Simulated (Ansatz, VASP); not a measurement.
**FePt: VASP beside Ansatz**

Contents of INCAR:

```
SYSTEM = FePt
ALGO = Normal
EDIFF = 1E-6
ENCUT = 520
GGA = PE
ISIF = 2
ISMEAR = 0
ISPIN = 2
LASPH = .TRUE.
LCHARG = .FALSE.
LMAXMIX = 4
LORBIT = 11
LREAL = .FALSE.
LWAVE = .FALSE.
MAGMOM = 0 3
NBANDS = 20
NELM = 150
PREC = Accurate
SIGMA = 0.026000000000000002
```

The input KPOINTS:

```
k-points
0
G
  10 10 7
  0 0 0
```

POSCAR

```
FePt
1.0
    2.7235000000      0.0000000000      0.0000000000
    0.0000000000      2.7235000000      0.0000000000
    0.0000000000      0.0000000000      3.7200000000
Pt Fe
1 1
Direct
    0.5000000000      0.5000000000      0.5000000000
    0.0000000000      0.0000000000      0.0000000000
```

File input.yaml:

```yaml
crystal:
  lattice:
    - [2.7235, 0.0, 0.0]
    - [0.0, 2.7235, 0.0]
    - [0.0, 0.0, 3.72]
  atoms:
    - { symbol: Pt, position: [0.5, 0.5, 0.5] }
    - { symbol: Fe, position: [0.0, 0.0, 0.0], spin: 3.0 }
kpoints:
  mp_grid: { grid: [10, 10, 7] }
scf:
  occupations: { method: gaussian, width: 0.026 }
hamiltonian:
  xc: pbe
  pseudopotentials: { kind: all_electron, lapw: { basis_error: 0.001 } }
magnetization:
  spin_polarized: true
output:
  forces: true
  stress: true
  eigenvalues: true
```

Alike in both runs: task single point; functional PBE; k mesh 10 × 10 × 7; occupations gaussian, width 0.026 eV; collinear spin.

|  | VASP | Ansatz |
| --- | --- | --- |
| version | VASP 6.6.1 | Ansatz 0.2.0 |
| potentials or method | VASP PAW PBE potentials, release 64 (Pt, Fe), cutoff 520 eV | all-electron LAPW, scalar-relativistic |

Ansatz gave:

| Item | Value |
| --- | --- |
| gap on the k mesh at the Fermi level (eV) | none |
| pressure (GPa) | 3.3 |
| traceless stress, the component that is largest in VASP (GPa) | 0.27 |
| net moment per atom (μB) | 1.64 |
| size of the moment on the site where the two differ most (μB) | 2.97 |

Task: Which values does VASP return?

Result: gap on the k mesh at the Fermi level (eV): none; pressure (GPa): 2.8; traceless stress, the component that is largest in VASP (GPa): 0.36; net moment per atom (μB): 1.63; size of the moment on the site where the two differ most (μB): 2.91.

Site moments also hang on the region over which each program counts them. A gap of «none» marks a metal or a gap that the smearing closes. Ansatz ran all-electron here, and VASP with PAW potentials.

Neither program's run includes spin-orbit coupling.
